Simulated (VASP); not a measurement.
Wanted: the native input for a VASP 6.6.1 run.

| Quantity | Value |
| --- | --- |
| Task | relaxation of cell and atoms |
| Functional | PBE |
| Potentials or basis | VASP PAW PBE potentials, release 64 (Nb_sv) |
| Cutoff | 600 eV |
| k mesh | 6 × 6 × 4 |
| Occupations | gaussian, width 0.1 eV |
| Spin | no spin polarisation |
| Dipole correction | no |
| Further INCAR settings | ALGO = Normal; EDIFF = 1e-06; IBRION = 2; EDIFFG = -0.04; NSW = 90; ISIF = 3 |

The structure of Nb lies in POSCAR:

```
Nb
1.0
    3.8454752001      0.0000000000      0.0000000000
   -1.9227376001      3.3302792129      0.0000000000
    0.0000000000      0.0000000000      4.3628203413
Nb
3
Direct
    0.2254000000      0.0000000000      0.3333333333
    0.0000000000      0.2254000000      0.6666666667
    0.7746000000      0.7746000000      0.0000000000
```

One way to write it, as run:

INCAR

```
SYSTEM = Nb
PREC = Accurate
ENCUT = 600
EDIFF = 1E-6
ISMEAR = 0
SIGMA = 0.1
LREAL = .False.
LASPH = .True.
NELM = 80
ALGO = Normal
ISIF = 3
LWAVE = .False.
LCHARG = .False.
GGA = PE
IBRION = 2
NSW = 90
EDIFFG = -0.04
```

KPOINTS

```
regular mesh
0
Gamma
  6 6 4
  0 0 0
```

Potentials or basis: VASP PAW PBE potentials, release 64 (Nb_sv).

Command:

```console
$ cat potpaw_PBE.64/Nb_sv/POTCAR > POTCAR
$ mpirun -np 1 vasp_std > vasp.out
```

It gave:

```json
{
 "Relaxed volume": "18.17 Å³/atom",
 "Relaxed cell": "a = 4.617 Å, b = 4.617 Å, c = 2.953 Å, α = 90.00°, β = 90.00°, γ = 120.00°",
 "Space group after relaxing (to 0.1 Å)": "R-3m (No. 166)",
 "Pressure after relaxing": "0.0 GPa",
 "Band gap on the k mesh": "zero (an odd number of electrons rules out a gap without spin polarisation)"
}
```

Caveat: the k points lie up to 0.53 Å⁻¹ apart in the final cell, too coarse for converged energies and pressures of a metal; a cell axis changed by over 15 % at a fixed basis, so the end point is rough.

Run time: 23 min on 1 thread of Intel Xeon 8259CL, with other jobs on the host, peak memory 0.21 GiB.
